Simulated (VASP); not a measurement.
Input of a VASP 6.6.1 run:

POSCAR

```
MgO
1.0
    0.0000000000      2.1021086855      2.1021086855
    2.1021086855      0.0000000000      2.1021086855
    2.1021086855      2.1021086855      0.0000000000
Mg O
1 1
Direct
    0.0000000000      0.0000000000      0.0000000000
    0.5000000000      0.5000000000      0.5000000000
```

File INCAR.step1:

```
PREC = Accurate ; ENCUT = 750
ISMEAR = 0 ; SIGMA = 0.02
LREAL = F ; LASPH = T
NELM = 120 ; NBANDS = 15
GGA = PE ; ALGO = Normal
EDIFF = 1E-5 ; LWAVE = T
LCHARG = F ; GGA_COMPAT = F
```

Contents of INCAR.step2:

```
PREC = Accurate ; ENCUT = 750
EDIFF = 1E-6 ; ISMEAR = 0
SIGMA = 0.02 ; LREAL = F
LASPH = T ; NELM = 120
ALGO = Normal ; ISIF = 2
LWAVE = F ; LCHARG = T
METAGGA = R2SCAN ; LMIXTAU = T
LELF = T ; LVHAR = T
NBANDS = 15 ; ISTART = 1
GGA_COMPAT = F
```

File KPOINTS:

```
Automatic mesh
0
Gamma
  10 10 10
```

Potentials or basis: VASP PAW PBE potentials, release 64 (Mg_sv, O).

Launch:

```sh
$ cat potpaw_PBE.64/Mg_sv/POTCAR potpaw_PBE.64/O/POTCAR > POTCAR
$ cp INCAR.step1 INCAR
$ mpirun -np 1 vasp_std > vasp.out
$ cp INCAR.step2 INCAR
$ mpirun -np 1 vasp_std > vasp.out
```

(1) Estimate the band gap on the k mesh.

(2) Predict the pressure.

Answers

(1) 5.70 eV.

(2) 0.0 GPa.

Caveat: the PAW data sets were made with another functional, which shifts forces and pressure a little.

**Measured values to compare with.**

“Electronic structure of alkaline earth and post-transition metal oxides”, 2009, arxiv:0908.1581 quotes, for a bulk crystal of MgO: band gap 7.83 eV.

A measured gap of MgO is 7.83 eV (quoted in “Electronic structure of alkaline earth and post-transition metal oxides”, 2009, arxiv:0908.1581); the calculated 5.70 eV misses it by -2.13 eV. The value is that of r2SCAN, without temperature or zero-point motion.
